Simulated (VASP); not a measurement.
# Si2W (I4/mmm) in VASP: a series of runs

Si2W is run at these levels: PBE; tasks: single point.

Program: VASP 6.6.1. These are calculated values, not measurements. Logs are shortened: lines on timing, memory, paths and dates and some standing lists are left out, and cuts for length are marked.

**1. The cell of the first run**

Symmetry: I4/mmm, No. 139, tetragonal system. Conventional cell: a = 3.215 Å, b = 3.215 Å, c = 7.802 Å, α = 90.00°, β = 90.00°, γ = 90.00°. Within 3.4 Å of Si (site symmetry 4mm) lie 9 Si at 2.57 to 3.21 Å and 5 W at 2.61 Å. W (site symmetry 4/mmm) has 10 Si at 2.61 Å and 4 W at 3.21 Å within 3.4 Å.

**2. Single point, PBE**

INCAR

```
SYSTEM = Si2W
PREC = Accurate
ENCUT = 520
EDIFF = 1E-6
ISMEAR = 0
SIGMA = 0.1
LREAL = .False.
LASPH = .True.
NELM = 80
ALGO = Normal
ISIF = 2
LWAVE = .False.
LCHARG = .False.
GGA = PE
NBANDS = 18
```

KPOINTS

```
Automatic mesh
0
Gamma
  8 8 8
  0 0 0
```

POSCAR

```
Si2W
1.0
   -1.6073666700      1.6073666700      3.9010319200
    1.6073666700     -1.6073666700      3.9010319200
    1.6073666700      1.6073666700     -3.9010319200
Si W
2 1
Direct
    0.3349898400      0.3349898400      0.0000000000
    0.6650101600      0.6650101600      0.0000000000
    0.0000000000      0.0000000000      0.0000000000
```

Potentials or basis: VASP PAW PBE potentials, release 64 (Si, W_sv).

Launch:

```sh
$ cat potpaw_PBE.64/Si/POTCAR potpaw_PBE.64/W_sv/POTCAR > POTCAR
$ mpirun -np 1 vasp_std > vasp.out
```

OUTCAR:

```text
SYSTEM = Si2W
   PREC = Accurate
   ENCUT = 520
   EDIFF = 1E-6
   ISMEAR = 0
   LREAL = .False.
   LASPH = .True.
   NELM = 80
   ISIF = 2
   GGA = PE

 ion  position               nearest neighbor table
   1  0.335  0.335  0.000-   2 2.57   3 2.61   3 2.61   3 2.61   3 2.61   3 2.61   2 2.63   2 2.63
                             2 2.63   2 2.63
   2  0.665  0.665  0.000-   1 2.57   3 2.61   3 2.61   3 2.61   3 2.61   3 2.61   1 2.63   1 2.63
                             1 2.63   1 2.63
   3  0.000  0.000  0.000-   2 2.61   2 2.61   2 2.61   1 2.61   2 2.61   1 2.61   1 2.61   1 2.61
                             1 2.61   2 2.61

  LATTYP: Found a body centered tetragonal cell.
 ALAT       =     3.2147333400
 C/A-ratio  =     2.4269707670

  Lattice vectors:

 A1 = (  -1.6073666700,   1.6073666700,   3.9010319200)
 A2 = (   1.6073666700,  -1.6073666700,   3.9010319200)
 A3 = (   1.6073666700,   1.6073666700,  -3.9010319200)

Analysis of symmetry for initial positions (statically):
=====================================================================
 Subroutine PRICEL returns:
 Original cell was already a primitive cell.

 Routine SETGRP: Setting up the symmetry group for a
 body centered tetragonal supercell.

 Subroutine GETGRP returns: Found 16 space group operations
 (whereof 16 operations were pure point group operations)
 out of a pool of 16 trial point group operations.

The static configuration has the point symmetry D_4h.

Analysis of symmetry for dynamics (positions and initial velocities):
=====================================================================
 Subroutine PRICEL returns:
 Original cell was already a primitive cell.

 Routine SETGRP: Setting up the symmetry group for a
 body centered tetragonal supercell.

 Subroutine GETGRP returns: Found 16 space group operations
 (whereof 16 operations were pure point group operations)
 out of a pool of 16 trial point group operations.

The dynamic configuration has the point symmetry D_4h.

 Subroutine INISYM returns: Found 16 space group operations
 (whereof 16 operations are pure point group operations),
 and found     1 'primitive' translations

----------------------------------------------------------------------------------------

                                     Primitive cell

  volume of cell :      40.3153

[... 83 lines left out ...]
   ICHARG =      2    charge: 1-file 2-atom 10-const
   ISPIN  =      1    spin polarized calculation?
   LNONCOLLINEAR =      F non collinear calculations
   LSORBIT =      F    spin-orbit coupling
   LASPH  =      T    aspherical Exc in radial PAW
   ENCUT  =  520.0 eV  38.22 Ry    6.18 a.u.   8.39  8.39  8.39*2*pi/ulx,y,z
   NELM   =     80;   NELMIN=  2; NELMDL= -5     # of ELM steps
   EDIFF  = 0.1E-05   stopping-criterion for ELM
   LREAL  =      F    real-space projection
   EDIFFG = 0.1E-04   stopping-criterion for IOM
   NSW    =      0    number of steps for IOM
   IBRION =     -1    ionic relax: 0-MD 1-quasi-New 2-CG
   NFREE  =      0    steps in history (QN), initial steepest desc. (CG)
   ISIF   =      2    stress and relaxation
   ISYM   =      2    0-nonsym 1-usesym 2-fastsym
   POTIM  = 0.5000    time-step for ionic-motion
   TEBEG  =    0.0;   TEEND  =   0.0 temperature during run
   PSTRESS=    0.0 pullay stress
   NELECT =      22.0000    total number of electrons
   NUPDOWN=      -1.0000    fix difference up-down
   EMIN   =  10.00;   EMAX   =-10.00  energy-range for DOS
   EFERMI =   0.00;   METHOD = LEGACY
   ISMEAR =     0;   SIGMA  =   0.10  broadening in eV -4-tet -1-fermi 0-gaus
   EFERMI_NEDOS =   21; number of points for ismear=-14 and -15
   IALGO  =     38    algorithm
   IMIX   =      4    mixing-type and parameters
     AMIX     =   0.40;   BMIX     =  1.00
     AMIX_MAG =   1.60;   BMIX_MAG =  1.00
  volume/ion in A,a.u.               =      13.44        90.69
  Fermi-wavevector in a.u.,A,eV,Ry     =   1.337804  2.528084 24.350624  1.789720
  Thomas-Fermi vector in A             =   2.466324
   LORBIT       =      0    0 simple, 1 ext, 2 COOP (PROOUT), +10 PAW based schemes
   GGA     = PE    functional components
   LHFCALC =     F    Hartree Fock is set to
   AEXX    =    0.0000 exact exchange contribution
   IVDW    =     0    specifies the selected vdW correction
   LEPSILON=     F    determine dielectric tensor
   LRPA    =     F    only Hartree local field effects (RPA)
 non-spin polarized calculation
 Gauss-broadening in eV      SIGMA  =   0.10
  energy-cutoff  :      520.00
  volume of cell :       40.32
 maximum number of plane-waves:      1102
 NGX is ok and might be reduce to    36
   NGX = 17   NGY = 17   NGZ = 17

 number of electron      21.9999999 magnetization

 Free energy of the ion-electron system (eV)
  ---------------------------------------------------
  ext. energy  EPLUGINS =         0.00000000
  ---------------------------------------------------
  free energy    TOTEN  =       -24.80623090 eV

  energy without entropy =      -24.80499095  energy(sigma->0) =      -24.80561092

 E-fermi :  11.8846     XC(G=0): -12.5418

 val. band max:       11.7589165335   @ k =  -0.3750   0.3750   0.3750
 cond. band min:      11.9147367020   @ k =  -0.3750   0.5000   0.3750
 fundamental gap:      0.1558201685
 Fermi energy:        11.8845633994

 k-point     1 :       0.0000    0.0000    0.0000
  band No.  band energies     occupation
      1     -61.8358      2.00000
      2     -26.1009      2.00000
      3     -26.0807      2.00000
      4     -26.0807      2.00000
      5      -2.0991      2.00000
      6       5.1319      2.00000
[... 481 lines left out ...]
      5       2.3147      2.00000
      6       2.8421      2.00000
[... 10 lines left out ...]
     17      19.0003      0.00000
     18      20.4526      0.00000

 [... further k-points ...]
[... 5 lines left out ...]
  --------------------------------------------------------------------------------------
  -------------------------------------------------------------------------------------
  Total        0.9072350      0.9072350      1.3447315      0.0000000      0.0000000     -0.0000000
  in kB       36.0546245     36.0546245     53.4412674      0.0000000      0.0000000     -0.0000000
  external PRESSURE =      41.8501722 kB  Pullay stress =       0.0000000 kB

 VOLUME and BASIS-vectors are now :
 -----------------------------------------------------------------------------
  energy-cutoff  :      520.00
  volume of cell :       40.32
      direct lattice vectors                 reciprocal lattice vectors
    -1.607366670  1.607366670  3.901031920     0.000000000  0.311067791  0.128171215
     1.607366670 -1.607366670  3.901031920     0.311067791  0.000000000  0.128171215
     1.607366670  1.607366670 -3.901031920     0.311067791  0.311067791  0.000000000

 POSITION                                       TOTAL-FORCE (eV/Angst)
 -----------------------------------------------------------------------------------
      0.00000      0.00000      2.61361        -0.000000     -0.000000     -0.082750
      0.00000      0.00000      5.18845        -0.000000     -0.000000      0.082750
      0.00000      0.00000      0.00000         0.000000      0.000000     -0.000000
 -----------------------------------------------------------------------------------
    total drift:                               -0.000000      0.000000      0.000000

  FREE ENERGIE OF THE ION-ELECTRON SYSTEM (eV)
  ---------------------------------------------------
  free  energy   TOTEN  =       -24.8062308972 eV

  energy  without entropy=      -24.8049909457  energy(sigma->0) =      -24.80561092
```

OSZICAR:

```text
N       E                     dE             d eps       ncg     rms          rms(c)
DAV:   1     0.131468425998E+03    0.13147E+03   -0.10831E+04  2124   0.123E+03
DAV:   2    -0.212488095903E+02   -0.15272E+03   -0.14930E+03  2434   0.323E+02
DAV:   3    -0.256252053113E+02   -0.43764E+01   -0.43001E+01  2630   0.491E+01
DAV:   4    -0.256657632858E+02   -0.40558E-01   -0.40491E-01  2510   0.491E+00
DAV:   5    -0.256662006455E+02   -0.43736E-03   -0.43734E-03  2512   0.542E-01    0.256E+01
DAV:   6    -0.249085023671E+02    0.75770E+00   -0.34661E+00  2268   0.132E+01    0.886E+00
DAV:   7    -0.248286557266E+02    0.79847E-01   -0.22563E-01  2272   0.269E+00    0.461E+00
DAV:   8    -0.248066929685E+02    0.21963E-01   -0.42284E-02  2394   0.162E+00    0.333E-01
DAV:   9    -0.248063194011E+02    0.37357E-03   -0.10221E-03  2442   0.255E-01    0.196E-01
DAV:  10    -0.248062365199E+02    0.82881E-04   -0.26179E-04  2524   0.140E-01    0.384E-02
DAV:  11    -0.248062305991E+02    0.59207E-05   -0.33729E-05  2476   0.419E-02    0.174E-02
DAV:  12    -0.248062308972E+02   -0.29803E-06   -0.14613E-06  1720   0.804E-03
   1 F= -.24806231E+02 E0= -.24805611E+02  d E =-.123995E-02
```

stdout:

```text
POSCAR found type information on POSCAR SiW
 POSCAR found :  2 types and       3 ions
 scaLAPACK will be used
 LDA part: xc-table for (Slater+PW92), standard interpolation
 POSCAR, INCAR and KPOINTS ok, starting setup
 FFT: planning ... GRIDC
 FFT: planning ... GRID_SOFT
 FFT: planning ... GRID
 WAVECAR not read
 entering main loop
```

Wall time 30 s (1 thread of Intel Xeon 6975P-C (Granite Rapids), shared host); peak memory 0.22 GiB.

What came out:

```
Free energy            : -24.8062 eV
Pressure               : 4.2 GPa
Largest force          : 0.083 eV/Å
Band gap on the k mesh : zero (band 11 reaches 12.68 eV, above the bottom of band 12 at 11.51 eV)
```

Forces on the atoms (eV/Å):
```
Si   0.000  0.000 -0.083
Si   0.000  0.000  0.083
W    0.000  0.000  0.000
```

Levels at points of the mesh, in eV from the Fermi level:
```
           k point  band 7  band 8  band 9  band 10  band 11  band 12  band 13  band 14  band 15  band 16
(0.00, 0.00, 0.00)   -3.57   -3.21   -2.75    -2.75     0.71     2.86     3.05     3.15     3.15     4.79
(0.50, 0.00, 0.00)   -5.63   -4.75   -2.72    -2.64    -0.33     2.82     2.90     4.09     4.60     5.20
(0.50, 0.50, 0.00)   -5.90   -5.37   -4.91    -3.12    -1.67     2.98     3.09     3.25     4.09     4.44
(0.50, 0.50, 0.50)   -3.74   -2.47   -0.75    -0.75    -0.38    -0.38     0.89     4.71     5.06     6.32
```

Caveat: spin-orbit coupling is left out, which moves the levels of the heavy elements.

[end of part 1 of 2]
